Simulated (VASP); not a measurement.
A run of VASP 6.6.1 is set up as follows.

POSCAR

```
Se
1.0
    4.2193493202      0.0000000000      0.0000000000
   -2.1096746601      3.6540636988      0.0000000000
    0.0000000000      0.0000000000      6.9619263783
Se
4
Direct
    0.3333333333      0.6666666667      0.4375000000
    0.6666666667      0.3333333333      0.9375000000
    0.6666666667      0.3333333333      0.5625000000
    0.3333333333      0.6666666667      0.0625000000
```

File INCAR.step1:

```
PREC = Accurate
ENCUT = 600
ISMEAR = 0
SIGMA = 0.1
LREAL = F
LASPH = T
NELM = 100
GGA = PE
ALGO = Normal
EDIFF = 1E-4
LWAVE = T
LCHARG = F
```

The input INCAR.step2:

```
PREC = Accurate
ENCUT = 600
EDIFF = 1E-6
ISMEAR = 0
SIGMA = 0.1
LREAL = F
LASPH = T
NELM = 100
ALGO = Normal
ISIF = 3
LWAVE = F
LCHARG = F
METAGGA = R2SCAN
LMIXTAU = T
IBRION = 2
NSW = 90
EDIFFG = -0.04
ISTART = 1
```

Contents of KPOINTS:

```
Automatic mesh
0
Gamma
  6 6 4
```

Potentials or basis: VASP PAW PBE potentials, release 64 (Se).

Launch:

```bash
$ cat potpaw_PBE.64/Se/POTCAR > POTCAR
$ cp INCAR.step1 INCAR
$ mpirun -np 1 vasp_std > vasp.out
$ cp INCAR.step2 INCAR
$ mpirun -np 1 vasp_std > vasp.out
```

Estimate the space group after relaxing (to 0.05 Å).

P6_3/mmc (No. 194).

Predict the relaxed cell.

a = 4.279 Å, b = 4.279 Å, c = 9.538 Å, α = 90.00°, β = 90.00°, γ = 120.00°.

Predict the relaxed volume.

37.80 Å³/atom.

The path:
| step | energy change (eV) | largest force (eV/Å) | pressure (GPa) | volume (Å³) |
| --- | --- | --- | --- | --- |
| 1 | 0.0000 | 0.8515 | 8.66 | 107.34 |
| 2 | -0.7597 | 1.4802 | -1.69 | 131.41 |
| 3 | -0.7645 | 1.4997 | -2.13 | 133.36 |
| 4 | -1.5484 | 0.8971 | -2.26 | 139.49 |
| 5 | -1.5478 | 0.9391 | 2.15 | 149.63 |
| 6 | -1.7642 | 0.4191 | -0.03 | 145.49 |
| 7 | -1.7777 | 0.1910 | -0.62 | 144.16 |
| 8 | -1.8090 | 0.2430 | 0.55 | 140.58 |
| 9 | -1.8096 | 0.2445 | 0.77 | 140.01 |
| 10 | -1.8263 | 0.0498 | 0.45 | 141.63 |
| 11 | -1.8263 | 0.0586 | 0.44 | 141.68 |
| 12 | -1.8297 | 0.0677 | -0.10 | 143.96 |
| 13 | -1.8297 | 0.0675 | -0.09 | 143.91 |
| 14 | -1.8332 | 0.0084 | -0.01 | 144.88 |
| 15 | -1.8355 | 0.0866 | 0.12 | 146.45 |
| 16 | -1.8384 | 0.0477 | 0.02 | 148.11 |
| 17 | -1.8405 | 0.0302 | -0.15 | 151.11 |
| 18 | -1.8396 | 0.0012 | 0.30 | 151.40 |
| 19 | -1.8409 | 0.0190 | 0.01 | 151.22 |

Caveat: the volume moved by over 15 % at a fixed basis, so the end points are rough; the PAW data sets were made with another functional, which shifts forces and pressure a little.
